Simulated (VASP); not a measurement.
Set up this calculation in VASP 6.6.1, as the native input.

| Property | Result |
| --- | --- |
| Task | single point |
| Functional | revPBE |
| Potentials or basis | VASP PAW PBE potentials, release 64 (Sb, Mn_pv) |
| Cutoff | 520 eV |
| k mesh | 7 × 7 × 5 |
| Occupations | fermi-dirac, width 0.05 eV |
| Spin | collinear spin, ferromagnetic start |
| Starting moments | [0.0, 0.0, 4.0, 4.0] μB |
| Dipole correction | no |
| Further INCAR settings | ALGO = Normal; EDIFF = 1e-07; NBANDS = 30 |

The structure of MnSb lies in POSCAR:

```
MnSb
1.0
    4.1500000000      0.0000000000      0.0000000000
   -2.0750000000      3.5940054257      0.0000000000
    0.0000000000      0.0000000000      5.7800000000
Sb Mn
2 2
Direct
    0.6666666667      0.3333333333      0.7500000000
    0.3333333333      0.6666666667      0.2500000000
    0.0000000000      0.0000000000      0.5000000000
    0.0000000000      0.0000000000      0.0000000000
```

The input as run:

INCAR

```
SYSTEM = MnSb
  PREC = Accurate
  ENCUT = 520
  EDIFF = 1E-7
  ISMEAR = -1
  SIGMA = 0.05
  LREAL = .FALSE.
  LASPH = .TRUE.
  NELM = 150
  ALGO = Normal
  ISIF = 2
  LWAVE = .FALSE.
  LCHARG = .FALSE.
  ISPIN = 2
  MAGMOM = 0 0 4 4
  LORBIT = 11
  LMAXMIX = 4
  GGA = RE
  NBANDS = 30
```

KPOINTS

```
regular mesh
0
G
  7 7 5
  0 0 0
```

Potentials or basis: VASP PAW PBE potentials, release 64 (Sb, Mn_pv).

Launch:

```console
$ cat potpaw_PBE.64/Sb/POTCAR potpaw_PBE.64/Mn_pv/POTCAR > POTCAR
$ mpirun -np 1 vasp_std > vasp.out
```

It gave:

The pressure is -1.2 GPa and the net moment is 6.78 μB per cell. The site moments are Sb -0.13; Mn +3.44 μB. The valence electrons inside the program's atomic spheres are Sb 2.44; Mn 11.50.

Caveat: the PAW data sets were made with another functional, which shifts forces and pressure a little; only a ferromagnetic start was run, and an antiferromagnetic order may lie lower in energy.

Run time: 2.3 min on 1 thread of Intel(R) Xeon(R) Platinum 8488C (Sapphire Rapids) (shared host), peak memory 0.3 GiB.
